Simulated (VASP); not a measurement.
# GaSe4 (Pm-3m) in VASP: further runs

The runs below take GaSe4 through single point, with PBE.

Everything below comes from runs of VASP 6.6.1. Logs are shortened: lines on timing, memory, paths and dates and some standing lists are left out, and cuts for length are marked.

## (1) The cell of the first run

Symmetry: Pm-3m, No. 221, cubic system. Conventional cell: a = 5.163 Å, b = 5.163 Å, c = 5.163 Å, α = 90.00°, β = 90.00°, γ = 90.00°. Within 4.8 Å of Ga (site symmetry m-3m) lie 20 Se at 3.65 to 4.47 Å. Se (site symmetry 4/mmm) has 2 Se at 2.58 Å within 3.4 Å. Within 3.4 Å of Se (site symmetry m-3m) lie 6 Se at 2.58 Å.

## (2) Single point, PBE

Contents of INCAR:

```
PREC = Accurate
ENCUT = 520
EDIFF = 1E-7
ISMEAR = 0
SIGMA = 0.1
LREAL = False
LASPH = True
NELM = 60
ALGO = Normal
ISIF = 2
LWAVE = False
LCHARG = True
GGA = PE
LELF = True
LVHAR = True
NBANDS = 26
```

Contents of KPOINTS:

```
Automatic mesh
0
Gamma
  4 4 4
```

Contents of POSCAR:

```
GaSe4
1.0
    5.1632085605      0.0000000000      0.0000000000
    0.0000000000      5.1632085605      0.0000000000
    0.0000000000      0.0000000000      5.1632085605
Ga Se
1 4
Direct
    0.5000000000      0.5000000000      0.5000000000
    0.5000000000      0.0000000000      0.0000000000
    0.0000000000      0.5000000000      0.0000000000
    0.0000000000      0.0000000000      0.5000000000
    0.0000000000      0.0000000000      0.0000000000
```

Potentials or basis: VASP PAW PBE potentials, release 64 (Ga_d, Se).

Run with:

```sh
$ cat potpaw_PBE.64/Ga_d/POTCAR potpaw_PBE.64/Se/POTCAR > POTCAR
$ mpirun -np 1 vasp_std > vasp.out
```

OUTCAR:

```text
PREC = Accurate
   ENCUT = 520
   EDIFF = 1E-7
   ISMEAR = 0
   LREAL = False
   LASPH = True
   NELM = 60
   ISIF = 2
   GGA = PE

 ion  position               nearest neighbor table
   1  0.500  0.500  0.500-
   2  0.500  0.000  0.000-   5 2.58   5 2.58
   3  0.000  0.500  0.000-   5 2.58   5 2.58
   4  0.000  0.000  0.500-   5 2.58   5 2.58
   5  0.000  0.000  0.000-   2 2.58   3 2.58   4 2.58   4 2.58   3 2.58   2 2.58

  LATTYP: Found a simple cubic cell.
 ALAT       =     5.1632085605

  Lattice vectors:

 A1 = (   5.1632085605,   0.0000000000,   0.0000000000)
 A2 = (   0.0000000000,   5.1632085605,   0.0000000000)
 A3 = (   0.0000000000,   0.0000000000,   5.1632085605)

Analysis of symmetry for initial positions (statically):
=====================================================================
 Subroutine PRICEL returns:
 Original cell was already a primitive cell.

 Routine SETGRP: Setting up the symmetry group for a
 simple cubic supercell.

 Subroutine GETGRP returns: Found 48 space group operations
 (whereof 48 operations were pure point group operations)
 out of a pool of 48 trial point group operations.

The static configuration has the point symmetry O_h .

Analysis of symmetry for dynamics (positions and initial velocities):
=====================================================================
 Subroutine PRICEL returns:
 Original cell was already a primitive cell.

 Routine SETGRP: Setting up the symmetry group for a
 simple cubic supercell.

 Subroutine GETGRP returns: Found 48 space group operations
 (whereof 48 operations were pure point group operations)
 out of a pool of 48 trial point group operations.

The dynamic configuration has the point symmetry O_h .

 Subroutine INISYM returns: Found 48 space group operations
 (whereof 48 operations are pure point group operations),
 and found     1 'primitive' translations

----------------------------------------------------------------------------------------

                                     Primitive cell

  volume of cell :     137.6445

  direct lattice vectors                    reciprocal lattice vectors
     5.163208561  0.000000000  0.000000000     0.193678018  0.000000000  0.000000000
     0.000000000  5.163208561  0.000000000     0.000000000  0.193678018  0.000000000
[... 74 lines left out ...]
   ENCUT  =  520.0 eV  38.22 Ry    6.18 a.u.   9.60  9.60  9.60*2*pi/ulx,y,z
   NELM   =     60;   NELMIN=  2; NELMDL= -5     # of ELM steps
   EDIFF  = 0.1E-06   stopping-criterion for ELM
   LREAL  =      F    real-space projection
   EDIFFG = 0.1E-05   stopping-criterion for IOM
   NSW    =      0    number of steps for IOM
   IBRION =     -1    ionic relax: 0-MD 1-quasi-New 2-CG
   NFREE  =      0    steps in history (QN), initial steepest desc. (CG)
   ISIF   =      2    stress and relaxation
   ISYM   =      2    0-nonsym 1-usesym 2-fastsym
   POTIM  = 0.5000    time-step for ionic-motion
   TEBEG  =    0.0;   TEEND  =   0.0 temperature during run
   PSTRESS=    0.0 pullay stress
   NELECT =      37.0000    total number of electrons
   NUPDOWN=      -1.0000    fix difference up-down
   EMIN   =  10.00;   EMAX   =-10.00  energy-range for DOS
   EFERMI =   0.00;   METHOD = LEGACY
   ISMEAR =     0;   SIGMA  =   0.10  broadening in eV -4-tet -1-fermi 0-gaus
   EFERMI_NEDOS =   21; number of points for ismear=-14 and -15
   IALGO  =     38    algorithm
   IMIX   =      4    mixing-type and parameters
     AMIX     =   0.40;   BMIX     =  1.00
     AMIX_MAG =   1.60;   BMIX_MAG =  1.00
  volume/ion in A,a.u.               =      27.53       185.77
  Fermi-wavevector in a.u.,A,eV,Ry     =   1.056548  1.996585 15.188086  1.116293
  Thomas-Fermi vector in A             =   2.191787
   LORBIT       =      0    0 simple, 1 ext, 2 COOP (PROOUT), +10 PAW based schemes
   GGA     = PE    functional components
   LHFCALC =     F    Hartree Fock is set to
   AEXX    =    0.0000 exact exchange contribution
   IVDW    =     0    specifies the selected vdW correction
   LEPSILON=     F    determine dielectric tensor
   LRPA    =     F    only Hartree local field effects (RPA)
 non-spin polarized calculation
 Gauss-broadening in eV      SIGMA  =   0.10
  energy-cutoff  :      520.00
  volume of cell :      137.64
 maximum number of plane-waves:      3743
 NGX is ok and might be reduce to    40
   NGX = 19   NGY = 19   NGZ = 19

 number of electron      37.0000002 magnetization

 Free energy of the ion-electron system (eV)
  ---------------------------------------------------
  ext. energy  EPLUGINS =         0.00000000
  ---------------------------------------------------
  free energy    TOTEN  =       -14.99745318 eV

  energy without entropy =      -14.96310020  energy(sigma->0) =      -14.98027669

 E-fermi :   2.0474     XC(G=0):  -8.9643

 val. band max:        2.0411349924   @ k =   0.5000   0.5000   0.2500
 cond. band min:       2.0700571823   @ k =   0.2500   0.2500   0.2500
 fundamental gap:      0.0289221899
 Fermi energy:         2.0473673573

 k-point     1 :       0.0000    0.0000    0.0000
  band No.  band energies     occupation
      1     -13.2640      2.00000
      2     -12.2381      2.00000
      3     -12.2381      2.00000
      4     -12.2362      2.00000
      5     -12.2362      2.00000
      6     -12.2362      2.00000
[... 279 lines left out ...]
     25       6.6486      0.00000
     26       9.8120      0.00000

------------------------ aborting loop because EDIFF is reached ----------------------------------------

  FORCE on cell =-STRESS in cart. coord.  units (eV):
  Direction    XX          YY          ZZ          XY          YZ          ZX
  --------------------------------------------------------------------------------------
  -------------------------------------------------------------------------------------
  Total        0.1360889      0.1360889      0.1360889     -0.0000000     -0.0000000     -0.0000000
  in kB        1.5840700      1.5840700      1.5840700     -0.0000000     -0.0000000     -0.0000000
  external PRESSURE =       1.5840700 kB  Pullay stress =       0.0000000 kB

 VOLUME and BASIS-vectors are now :
 -----------------------------------------------------------------------------
  energy-cutoff  :      520.00
  volume of cell :      137.64
      direct lattice vectors                 reciprocal lattice vectors
     5.163208561  0.000000000  0.000000000     0.193678018  0.000000000  0.000000000
     0.000000000  5.163208561  0.000000000     0.000000000  0.193678018  0.000000000
     0.000000000  0.000000000  5.163208561     0.000000000  0.000000000  0.193678018

 POSITION                                       TOTAL-FORCE (eV/Angst)
 -----------------------------------------------------------------------------------
      2.58160      2.58160      2.58160         0.000000      0.000000      0.000000
      2.58160      0.00000      0.00000         0.000000      0.000000      0.000000
      0.00000      2.58160      0.00000         0.000000      0.000000      0.000000
      0.00000      0.00000      2.58160         0.000000      0.000000      0.000000
      0.00000      0.00000      0.00000         0.000000      0.000000      0.000000
 -----------------------------------------------------------------------------------
    total drift:                               -0.000000      0.000000     -0.000000

  FREE ENERGIE OF THE ION-ELECTRON SYSTEM (eV)
  ---------------------------------------------------
  free  energy   TOTEN  =       -14.9974531766 eV

  energy  without entropy=      -14.9631001967  energy(sigma->0) =      -14.98027669
```

Wall time 31 s (1 thread of AMD EPYC 7R13 (Zen 3), shared host); peak memory 0.2 GiB.

Results:

```yaml
Free_energy: -14.9975 eV
Pressure: 0.2 GPa
```

Levels at points of the mesh, in eV from the Fermi level:
```csv
k point,band 17,band 18,band 19,band 20,band 21,band 22
"(0.00, 0.00, 0.00)",-0.51,-0.51,-0.51,4.46,4.46,4.46
"(0.50, 0.00, 0.00)",-0.58,-0.51,-0.51,0.90,2.48,3.74
"(0.50, 0.50, 0.00)",-0.98,-0.47,-0.47,-0.01,0.67,2.67
"(0.50, 0.50, 0.50)",-0.96,-0.96,0.55,0.69,0.69,0.69
```

## (3) Single point, PBE

This run uses another cell than the first one, of 30.67 Å³/atom, 1.114 times its volume.

Contents of INCAR:

```
PREC = Accurate
ENCUT = 520
EDIFF = 1E-7
ISMEAR = 0
SIGMA = 0.1
LREAL = F
LASPH = T
NELM = 60
ALGO = Normal
ISIF = 2
LWAVE = F
LCHARG = F
GGA = PE
NBANDS = 26
```

Contents of KPOINTS:

```
regular mesh
0
Gamma
  4 4 4
```

Edit POSCAR of step 2 so:

```diff
@@ -2,5 +2,5 @@
 1.0
-    5.1632085605      0.0000000000      0.0000000000
-    0.0000000000      5.1632085605      0.0000000000
-    0.0000000000      0.0000000000      5.1632085605
+    5.3528443000      0.0000000000      0.0000000000
+    0.0000000000      5.3528443000      0.0000000000
+    0.0000000000      0.0000000000      5.3528443000
 Ga Se
```

Potentials or basis: VASP PAW PBE potentials, release 64 (Ga_d, Se).

Run with:

```sh
$ cat potpaw_PBE.64/Ga_d/POTCAR potpaw_PBE.64/Se/POTCAR > POTCAR
$ mpirun -np 1 vasp_std > vasp.out
```

OUTCAR:

```text
PREC = Accurate
   ENCUT = 520
   EDIFF = 1E-7
   ISMEAR = 0
   LREAL = F
   LASPH = T
   NELM = 60
   ISIF = 2
   GGA = PE

 ion  position               nearest neighbor table
   1  0.500  0.500  0.500-
   2  0.500  0.000  0.000-   5 2.68   5 2.68
   3  0.000  0.500  0.000-   5 2.68   5 2.68
   4  0.000  0.000  0.500-   5 2.68   5 2.68
   5  0.000  0.000  0.000-   2 2.68   3 2.68   4 2.68   4 2.68   3 2.68   2 2.68

  LATTYP: Found a simple cubic cell.
 ALAT       =     5.3528443000

  Lattice vectors:

 A1 = (   5.3528443000,   0.0000000000,   0.0000000000)
 A2 = (   0.0000000000,   5.3528443000,   0.0000000000)
 A3 = (   0.0000000000,   0.0000000000,   5.3528443000)

Analysis of symmetry for initial positions (statically):
=====================================================================
 Subroutine PRICEL returns:
 Original cell was already a primitive cell.

 Routine SETGRP: Setting up the symmetry group for a
 simple cubic supercell.

 Subroutine GETGRP returns: Found 48 space group operations
[... 156 lines left out ...]

 E-fermi :   1.2130     XC(G=0):  -8.5008

 val. band max:        1.2109442914   @ k =   0.5000   0.2500   0.2500
 cond. band min:       1.2458477473   @ k =   0.2500   0.2500   0.2500
 fundamental gap:      0.0349034559
 Fermi energy:         1.2130424942

 k-point     1 :       0.0000    0.0000    0.0000
  band No.  band energies     occupation
      1     -13.3628      2.00000
      2     -13.2230      2.00000
      3     -13.2230      2.00000
      4     -13.2219      2.00000
      5     -13.2219      2.00000
      6     -13.2219      2.00000
[... 279 lines left out ...]
     25       5.4619      0.00000
     26       8.8186      0.00000

------------------------ aborting loop because EDIFF is reached ----------------------------------------

  FORCE on cell =-STRESS in cart. coord.  units (eV):
  Direction    XX          YY          ZZ          XY          YZ          ZX
  --------------------------------------------------------------------------------------
  -------------------------------------------------------------------------------------
  Total       -2.9892646     -2.9892646     -2.9892646      0.0000000      0.0000000      0.0000000
  in kB      -31.2263418    -31.2263418    -31.2263418      0.0000000      0.0000000      0.0000000
  external PRESSURE =     -31.2263418 kB  Pullay stress =       0.0000000 kB

 VOLUME and BASIS-vectors are now :
 -----------------------------------------------------------------------------
  energy-cutoff  :      520.00
  volume of cell :      153.37
      direct lattice vectors                 reciprocal lattice vectors
     5.352844300  0.000000000  0.000000000     0.186816568  0.000000000  0.000000000
     0.000000000  5.352844300  0.000000000     0.000000000  0.186816568  0.000000000
     0.000000000  0.000000000  5.352844300     0.000000000  0.000000000  0.186816568

 POSITION                                       TOTAL-FORCE (eV/Angst)
 -----------------------------------------------------------------------------------
      2.67642      2.67642      2.67642         0.000000      0.000000      0.000000
      2.67642      0.00000      0.00000         0.000000      0.000000      0.000000
      0.00000      2.67642      0.00000         0.000000      0.000000      0.000000
      0.00000      0.00000      2.67642         0.000000      0.000000      0.000000
      0.00000      0.00000      0.00000         0.000000      0.000000      0.000000
 -----------------------------------------------------------------------------------
    total drift:                               -0.000000      0.000000     -0.000000

  FREE ENERGIE OF THE ION-ELECTRON SYSTEM (eV)
  ---------------------------------------------------
  free  energy   TOTEN  =       -14.8388841474 eV

  energy  without entropy=      -14.8045843341  energy(sigma->0) =      -14.82173424
```

stdout:

```text
POSCAR found type information on POSCAR GaSe
 POSCAR found :  2 types and       5 ions
 scaLAPACK will be used
 LDA part: xc-table for (Slater+PW92), standard interpolation
 POSCAR, INCAR and KPOINTS ok, starting setup
 FFT: planning ... GRIDC
 FFT: planning ... GRID_SOFT
 FFT: planning ... GRID
 WAVECAR not read
 entering main loop
```

Run time: 30 s. Hardware: 1 thread of AMD EPYC 7R13 (Zen 3), shared host; peak memory 0.21 GiB.

What came out:

| Quantity | Value |
| --- | --- |
| Free energy | -14.8389 eV |
| Pressure | -3.1 GPa |

## (4) Single point, PBE

This run uses another cell than the first one, of 27.20 Å³/atom, 0.988 times its volume.

Contents of INCAR:

```
SYSTEM = GaSe4
  PREC = Accurate
  ENCUT = 520
  EDIFF = 1E-6
  ISMEAR = 0
  SIGMA = 0.1
  LREAL = .FALSE.
  LASPH = .TRUE.
  NELM = 60
  ALGO = Normal
  ISIF = 2
  LWAVE = .FALSE.
  LCHARG = .FALSE.
  GGA = PE
  NBANDS = 26
```

Contents of KPOINTS:

```
Automatic mesh
0
G
  8 8 8
  0 0 0
```

Edit POSCAR of step 3 so:

```diff
@@ -2,5 +2,5 @@
 1.0
-    5.3528443000      0.0000000000      0.0000000000
-    0.0000000000      5.3528443000      0.0000000000
-    0.0000000000      0.0000000000      5.3528443000
+    5.1425265533      0.0000000000      0.0000000000
+    0.0000000000      5.1425265533      0.0000000000
+    0.0000000000      0.0000000000      5.1425265533
 Ga Se
```

Run with:

```sh
$ cat potpaw_PBE.64/Ga_d/POTCAR potpaw_PBE.64/Se/POTCAR > POTCAR
$ mpirun -np 1 vasp_std > vasp.out
```

Run time: 74 s. Hardware: 1 thread of AMD EPYC 7R13 (Zen 3), shared host; peak memory 0.26 GiB.

The run converged. Its results:

```yaml
Free_energy: -15.0773 eV
Pressure: 0.0 GPa
```

Levels at points of the mesh, in eV from the Fermi level:
```tsv
k point	band 16	band 17	band 18	band 19	band 20	band 21	band 22	band 23
(0.00, 0.00, 0.00)	-0.92	-0.57	-0.57	-0.57	4.49	4.49	4.49	5.31
(0.50, 0.00, 0.00)	-0.99	-0.77	-0.58	-0.58	0.80	2.50	3.78	3.78
(0.50, 0.50, 0.00)	-1.35	-1.19	-0.68	-0.68	-0.18	0.64	2.69	4.10
(0.50, 0.50, 0.50)	-1.43	-1.17	-1.17	0.41	0.66	0.66	0.66	4.65
```

## (5) The runs side by side

```csv
cell,k mesh,gap on the mesh (eV),pressure (GPa)
"a = 5.163 Å, 5 atoms",4 × 4 × 4,none,0.2
"a = 5.353 Å, 5 atoms",4 × 4 × 4,none,-3.1
"a = 5.143 Å, 5 atoms",8 × 8 × 8,none,0.0
```

Alike in all rows: task single point; level PBE; potentials or basis VASP PAW PBE potentials, release 64 (Ga_d, Se); no spin polarisation; cutoff (eV) 520; smearing gaussian 0.1 eV.

Absolute energies hang on the potentials; compare differences alone.
